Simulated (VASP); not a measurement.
# TaSi2 (P6_222) in VASP: single point with PBEsol+U

Aim: the single point of TaSi2 with PBEsol+U.

All numbers are computed with VASP 6.6.1; they aren't measurements. Logs are shortened: lines on timing, memory, paths and dates and some standing lists are left out, and cuts for length are marked.

## (1) The cell of the first run

The structure is hexagonal, space group P6_222 (No. 180). Conventional cell: a = 4.780 Å, b = 4.780 Å, c = 6.564 Å, α = 90.00°, β = 90.00°, γ = 120.00°. Within 3.4 Å of Ta (site symmetry 222) lie 10 Si at 2.59 to 2.76 Å and 4 Ta at 3.24 Å. Within 3.4 Å of Si (site symmetry 2) lie 9 Si at 2.59 to 3.24 Å and 5 Ta at 2.59 to 2.76 Å.

## (2) Single point, PBEsol+U

File POSCAR:

```
TaSi2
1.0
    4.7800000000      0.0000000000      0.0000000000
   -2.3900000000      4.1396014301      0.0000000000
    0.0000000000      0.0000000000      6.5640000000
Ta Si
3 6
Direct
    0.0000000000      0.5000000000      0.1666666667
    0.5000000000      0.5000000000      0.8333333333
    0.5000000000      0.0000000000      0.5000000000
    0.3333000000      0.1666500000      0.1666666667
    0.1666500000      0.8333500000      0.8333333333
    0.8333500000      0.6667000000      0.5000000000
    0.6667000000      0.8333500000      0.1666666667
    0.8333500000      0.1666500000      0.8333333333
    0.1666500000      0.3333000000      0.5000000000
```

File INCAR.step1:

```
PREC     = Accurate       # precision mode
ENCUT    = 520            # plane-wave cutoff, eV
EDIFF    = 1E-6           # SCF threshold, eV
ISMEAR   = -1             # smearing method
SIGMA    = 0.05           # smearing width, eV
LREAL    = F              # projectors in reciprocal space
LASPH    = T              # aspherical terms in the spheres
NELM     = 150            # most SCF steps
ALGO     = Normal         # electronic algorithm
ISIF     = 2              # what is computed and relaxed
LWAVE    = F              # write WAVECAR
LCHARG   = T              # write CHGCAR
LMAXMIX  = 4              # l up to which the mixer works
LDAU     = T              # DFT+U
LDAUTYPE = 2            
LDAUL    = 2 -1           # shell
LDAUU    = 8 0            # U, eV
LDAUJ    = 0 0          
LDAUPRINT= 1            
GGA      = PS             # functional
NBANDS   = 38             # bands
```

File KPOINTS.step1:

```
regular mesh
0
Gamma
  7 7 4
```

File INCAR.step2:

```
PREC     = Accurate       # precision mode
ENCUT    = 520            # plane-wave cutoff, eV
EDIFF    = 1E-6           # SCF threshold, eV
ISMEAR   = -5             # smearing method
SIGMA    = 0.05           # smearing width, eV
LREAL    = F              # projectors in reciprocal space
LASPH    = T              # aspherical terms in the spheres
NELM     = 150            # most SCF steps
ALGO     = Normal         # electronic algorithm
ISIF     = 2              # what is computed and relaxed
LWAVE    = F              # write WAVECAR
LCHARG   = F              # write CHGCAR
LMAXMIX  = 4              # l up to which the mixer works
LDAU     = T              # DFT+U
LDAUTYPE = 2            
LDAUL    = 2 -1           # shell
LDAUU    = 8 0            # U, eV
LDAUJ    = 0 0          
LDAUPRINT= 1            
GGA      = PS             # functional
LORBIT   = 11             # projections on sites
NBANDS   = 38             # bands
NEDOS    = 2001           # points of the DOS
ICHARG   = 11             # starting density
```

File KPOINTS.step2:

```
regular mesh
0
Gamma
  11 11 6
```

Potentials or basis: VASP PAW PBE potentials, release 64 (Ta_pv, Si).

The run is started by

```
> cat potpaw_PBE.64/Ta_pv/POTCAR potpaw_PBE.64/Si/POTCAR > POTCAR
> cp INCAR.step1 INCAR
> cp KPOINTS.step1 KPOINTS
> mpirun -np 1 vasp_std > vasp.out
> cp INCAR.step2 INCAR
> cp KPOINTS.step2 KPOINTS
> mpirun -np 1 vasp_std > vasp.out
```

OUTCAR:

```text
PREC = Accurate
   ENCUT = 520
   EDIFF = 1E-6
   ISMEAR = -5
   LREAL = F
   LASPH = T
   NELM = 150
   ISIF = 2
   GGA = PS
   LORBIT = 11
   ICHARG = 11

 ion  position               nearest neighbor table
   1  0.000  0.500  0.167-   6 2.59   9 2.59   8 2.59   5 2.59   4 2.76   7 2.76   4 2.76   7 2.76
                             7 2.76   4 2.76   3 3.24   3 3.24   2 3.24   2 3.24
   2  0.500  0.500  0.833-   6 2.59   9 2.59   7 2.59   4 2.59   5 2.76   8 2.76   5 2.76   8 2.76
                             8 2.76   5 2.76   3 3.24   3 3.24   1 3.24   1 3.24
   3  0.500  0.000  0.500-   4 2.59   7 2.59   5 2.59   8 2.59   9 2.76   6 2.76   9 2.76   6 2.76
                             9 2.76   6 2.76   2 3.24   1 3.24   2 3.24   1 3.24
   4  0.333  0.167  0.167-   9 2.59   5 2.59   3 2.59   2 2.59   7 2.76   1 2.76   1 2.76   1 2.76
                             7 2.76   7 2.76
   5  0.167  0.833  0.833-   6 2.59   4 2.59   3 2.59   1 2.59   8 2.76   2 2.76   2 2.76   2 2.76
                             8 2.76   8 2.76
   6  0.833  0.667  0.500-   5 2.59   7 2.59   1 2.59   2 2.59   9 2.76   3 2.76   3 2.76   3 2.76
                             9 2.76   9 2.76
   7  0.667  0.833  0.167-   6 2.59   8 2.59   3 2.59   2 2.59   4 2.76   1 2.76   1 2.76   1 2.76
                             4 2.76   4 2.76
   8  0.833  0.167  0.833-   9 2.59   7 2.59   3 2.59   1 2.59   5 2.76   2 2.76   2 2.76   2 2.76
                             5 2.76   5 2.76
   9  0.167  0.333  0.500-   8 2.59   4 2.59   1 2.59   2 2.59   6 2.76   3 2.76   3 2.76   3 2.76
                             6 2.76   6 2.76

  LATTYP: Found a hexagonal cell.
 ALAT       =     4.7800000000
 C/A-ratio  =     1.3732217573

  Lattice vectors:

 A1 = (   4.7800000000,   0.0000000000,   0.0000000000)
 A2 = (  -2.3900000000,   4.1396014301,   0.0000000000)
 A3 = (   0.0000000000,   0.0000000000,   6.5640000000)

Analysis of symmetry for initial positions (statically):
=====================================================================
 Subroutine PRICEL returns:
 Original cell was already a primitive cell.

 Routine SETGRP: Setting up the symmetry group for a
 hexagonal supercell.

 Subroutine GETGRP returns: Found 12 space group operations
 (whereof  4 operations were pure point group operations)
 out of a pool of 24 trial point group operations.

The static configuration has the point symmetry D_2 .
 The point group associated with its full space group is D_6 .

Analysis of symmetry for dynamics (positions and initial velocities):
=====================================================================
 Subroutine PRICEL returns:
 Original cell was already a primitive cell.

 Routine SETGRP: Setting up the symmetry group for a
 hexagonal supercell.

 Subroutine GETGRP returns: Found 12 space group operations
 (whereof  4 operations were pure point group operations)
 out of a pool of 24 trial point group operations.

The dynamic configuration has the point symmetry D_2 .
 The point group associated with its full space group is D_6 .

 Subroutine INISYM returns: Found 12 space group operations
 (whereof  4 operations are pure point group operations),
 and found     1 'primitive' translations

----------------------------------------------------------------------------------------

                                     Primitive cell

  volume of cell :     129.8838

  direct lattice vectors                    reciprocal lattice vectors
     4.780000000  0.000000000  0.000000000     0.209205021  0.120784575  0.000000000
    -2.390000000  4.139601430  0.000000000     0.000000000  0.241569150  0.000000000
     0.000000000  0.000000000  6.564000000     0.000000000  0.000000000  0.152346130

  length of vectors
     4.780000000  4.780000000  6.564000000     0.241569150  0.241569150  0.152346130
[... 90 lines left out ...]
   ICHARG =     11    charge: 1-file 2-atom 10-const
   ISPIN  =      1    spin polarized calculation?
   LNONCOLLINEAR =      F non collinear calculations
   LSORBIT =      F    spin-orbit coupling
   LASPH  =      T    aspherical Exc in radial PAW
   ENCUT  =  520.0 eV  38.22 Ry    6.18 a.u.   8.89  8.89 12.20*2*pi/ulx,y,z
   NELM   =    150;   NELMIN=  2; NELMDL=  0     # of ELM steps
   EDIFF  = 0.1E-05   stopping-criterion for ELM
   LREAL  =      F    real-space projection
   EDIFFG = 0.1E-04   stopping-criterion for IOM
   NSW    =      0    number of steps for IOM
   IBRION =     -1    ionic relax: 0-MD 1-quasi-New 2-CG
   NFREE  =      0    steps in history (QN), initial steepest desc. (CG)
   ISIF   =      2    stress and relaxation
   ISYM   =      2    0-nonsym 1-usesym 2-fastsym
   POTIM  = 0.5000    time-step for ionic-motion
   TEBEG  =    0.0;   TEEND  =   0.0 temperature during run
   PSTRESS=    0.0 pullay stress
   NELECT =      57.0000    total number of electrons
   NUPDOWN=      -1.0000    fix difference up-down
   EMIN   =  10.00;   EMAX   =-10.00  energy-range for DOS
   EFERMI =   0.00;   METHOD = LEGACY
   ISMEAR =    -5;   SIGMA  =   0.05  broadening in eV -4-tet -1-fermi 0-gaus
   EFERMI_NEDOS =   21; number of points for ismear=-14 and -15
   IALGO  =     38    algorithm
   IMIX   =      4    mixing-type and parameters
     AMIX     =   0.40;   BMIX     =  1.00
     AMIX_MAG =   1.60;   BMIX_MAG =  1.00
  volume/ion in A,a.u.               =      14.43        97.39
  Fermi-wavevector in a.u.,A,eV,Ry     =   1.244079  2.350969 21.058195  1.547734
  Thomas-Fermi vector in A             =   2.378362
   LORBIT       =     11    0 simple, 1 ext, 2 COOP (PROOUT), +10 PAW based schemes
 LDA+U is selected, type is set to LDAUTYPE =  2
   angular momentum for each species LDAUL =     2   -1
   U (eV)           for each species LDAUU =   8.0  0.0
   J (eV)           for each species LDAUJ =   0.0  0.0
   GGA     = PS    functional components
   LHFCALC =     F    Hartree Fock is set to
   AEXX    =    0.0000 exact exchange contribution
   IVDW    =     0    specifies the selected vdW correction
   LEPSILON=     F    determine dielectric tensor
   LRPA    =     F    only Hartree local field effects (RPA)
 non-spin polarized calculation
 Fermi weights with tetrahedron method with Bloechl corrections
  energy-cutoff  :      520.00
  volume of cell :      129.88
 maximum number of plane-waves:      3523
 NGX is ok and might be reduce to    36

atom =   1  type =  1  l = 2

 onsite density matrix

spin component  1
[... 83 lines left out ...]
  o =  0.2111  v =  0.0000 -0.0000  0.9716  0.0000  0.2366  0.0000  0.0000  0.0000  0.0000  0.0000      0.0000  0.0000  0.0000  0.0000  0.0000  0.0000  0.0000  0.0000  0.0000  0.0000
  o =  0.2111  v =  0.0000  0.0000  0.0000  0.0000  0.0000  0.0000 -0.0000  0.9716  0.0000  0.2366      0.0000  0.0000  0.0000  0.0000  0.0000  0.0000  0.0000  0.0000  0.0000  0.0000
  o =  0.2137  v =  0.0000  1.0000  0.0000  0.0000 -0.0000  0.0000  0.0000  0.0000  0.0000  0.0000      0.0000  0.0000  0.0000  0.0000  0.0000  0.0000  0.0000  0.0000  0.0000  0.0000
  o =  0.2137  v =  0.0000  0.0000  0.0000  0.0000  0.0000  0.0000  1.0000  0.0000  0.0000 -0.0000      0.0000  0.0000  0.0000  0.0000  0.0000  0.0000  0.0000  0.0000  0.0000  0.0000
  o =  0.2158  v =  0.0000  0.0000 -0.2366  0.0000  0.9716  0.0000  0.0000  0.0000  0.0000  0.0000      0.0000  0.0000  0.0000  0.0000  0.0000  0.0000  0.0000  0.0000  0.0000  0.0000
  o =  0.2158  v =  0.0000  0.0000  0.0000  0.0000  0.0000  0.0000  0.0000 -0.2366  0.0000  0.9716      0.0000  0.0000  0.0000  0.0000  0.0000  0.0000  0.0000  0.0000  0.0000  0.0000
  o =  0.2171  v =  0.0000  0.0000  0.0000  0.0000  0.0000  1.0000  0.0000  0.0000  0.0000  0.0000      0.0000  0.0000  0.0000  0.0000  0.0000  0.0000  0.0000  0.0000  0.0000  0.0000
  o =  0.2171  v =  1.0000  0.0000  0.0000  0.0000  0.0000  0.0000  0.0000  0.0000  0.0000  0.0000      0.0000  0.0000  0.0000  0.0000  0.0000  0.0000  0.0000  0.0000  0.0000  0.0000
  o =  0.2674  v =  0.0000 -0.0000 -0.0000  1.0000 -0.0000  0.0000  0.0000  0.0000  0.0000  0.0000      0.0000  0.0000  0.0000  0.0000  0.0000  0.0000  0.0000  0.0000  0.0000  0.0000
  o =  0.2674  v =  0.0000  0.0000  0.0000  0.0000  0.0000  0.0000 -0.0000 -0.0000  1.0000 -0.0000      0.0000  0.0000  0.0000  0.0000  0.0000  0.0000  0.0000  0.0000  0.0000  0.0000

 number of electron      57.0000001 magnetization

 Free energy of the ion-electron system (eV)
  ---------------------------------------------------
  ext. energy  EPLUGINS =         0.00000000
  ---------------------------------------------------
  free energy    TOTEN  =       -55.17477789 eV

  energy without entropy =      -55.17477789  energy(sigma->0) =      -55.17477789

 E-fermi :   9.9082     XC(G=0): -12.1863

 val. band max:       10.0000328050   @ k =   0.4545   0.0909   0.0000
 cond. band min:       9.9392556074   @ k =   0.4545   0.0000   0.0000
 fundamental gap:     -0.0607771976
 Fermi energy:         9.9081632413

 k-point     1 :       0.0000    0.0000    0.0000
  band No.  band energies     occupation
      1     -26.2944      2.00000
      2     -26.2652      2.00000
      3     -26.2651      2.00000
      4     -26.1804      2.00000
      5     -26.1804      2.00000
      6     -26.1107      2.00000
[... 973 lines left out ...]
     37      13.7547      0.00000
     38      13.8611      0.00000

 [... further k-points ...]

------------------------ aborting loop because EDIFF is reached ----------------------------------------

  FORCE on cell =-STRESS in cart. coord.  units (eV):
  Direction    XX          YY          ZZ          XY          YZ          ZX
  --------------------------------------------------------------------------------------
  -------------------------------------------------------------------------------------
  Total        8.4975006      8.4975006     10.7497765      0.0000000     -0.0000000      0.0000000
  in kB      104.8206352    104.8206352    132.6035098      0.0000000     -0.0000000      0.0000000
  external PRESSURE =     114.0815934 kB  Pullay stress =       0.0000000 kB

 VOLUME and BASIS-vectors are now :
 -----------------------------------------------------------------------------
  energy-cutoff  :      520.00
  volume of cell :      129.88
      direct lattice vectors                 reciprocal lattice vectors
     4.780000000  0.000000000  0.000000000     0.209205021  0.120784575  0.000000000
    -2.390000000  4.139601430  0.000000000     0.000000000  0.241569150  0.000000000
     0.000000000  0.000000000  6.564000000     0.000000000  0.000000000  0.152346130

 POSITION                                       TOTAL-FORCE (eV/Angst)
 -----------------------------------------------------------------------------------
     -1.19500      2.06980      1.09400        -0.000000      0.000000     -0.000000
      1.19500      2.06980      5.47000        -0.000000      0.000000     -0.000000
      2.39000      0.00000      3.28200        -0.000000      0.000000      0.000000
      1.19488      0.68986      1.09400        -0.883148     -0.509886      0.000000
     -1.19512      3.44974      5.47000        -0.883148      0.509886     -0.000000
      2.39000      2.75987      3.28200        -0.000000      1.019772      0.000000
      1.19512      3.44974      1.09400         0.883148      0.509886      0.000000
      3.58512      0.68986      5.47000         0.883148     -0.509886      0.000000
     -0.00000      1.37973      3.28200        -0.000000     -1.019772      0.000000
 -----------------------------------------------------------------------------------
    total drift:                                0.000000      0.000000      0.000000

  FREE ENERGIE OF THE ION-ELECTRON SYSTEM (eV)
  ---------------------------------------------------
  free  energy   TOTEN  =       -55.1747778865 eV

  energy  without entropy=      -55.1747778865  energy(sigma->0) =      -55.17477789

 total charge

# of ion       s       p       d       tot
------------------------------------------
    1        0.321   6.232   2.206   8.759
    2        0.321   6.232   2.206   8.759
    3        0.321   6.232   2.206   8.759
    4        0.762   0.905   0.000   1.667
    5        0.762   0.905   0.000   1.667
    6        0.762   0.905   0.000   1.667
    7        0.762   0.905   0.000   1.667
    8        0.762   0.905   0.000   1.667
    9        0.762   0.905   0.000   1.667
--------------------------------------------------
tot          5.536  24.125   6.618  36.279
```

It took 4.9 min on 1 thread of Intel Xeon 8259CL, shared host; peak memory 0.36 GiB.

What came out:

| Item | Value |
| --- | --- |
| Valence electrons inside the program's atomic spheres | Ta 8.76; Si 1.67 |

Eigenvalues of the final occupation matrices:
```
    site  spin  trace               eigenvalues
site 1 d     1   1.13  0.21 0.21 0.22 0.22 0.27
site 1 d     2   1.13  0.21 0.21 0.22 0.22 0.27
site 2 d     1   1.13  0.21 0.21 0.22 0.22 0.27
site 2 d     2   1.13  0.21 0.21 0.22 0.22 0.27
site 3 d     1   1.13  0.21 0.21 0.22 0.22 0.27
site 3 d     2   1.13  0.21 0.21 0.22 0.22 0.27
```

Caveat: the PAW data sets were made with another functional, which shifts forces and pressure a little; spin-orbit coupling is left out, which moves the levels of the heavy elements; an odd number of electrons without spin polarisation forces a metal; a magnetic or distorted state may lie lower; U without spin polarisation on a metal has little footing; the U is typed as a test and isn't derived for this compound.
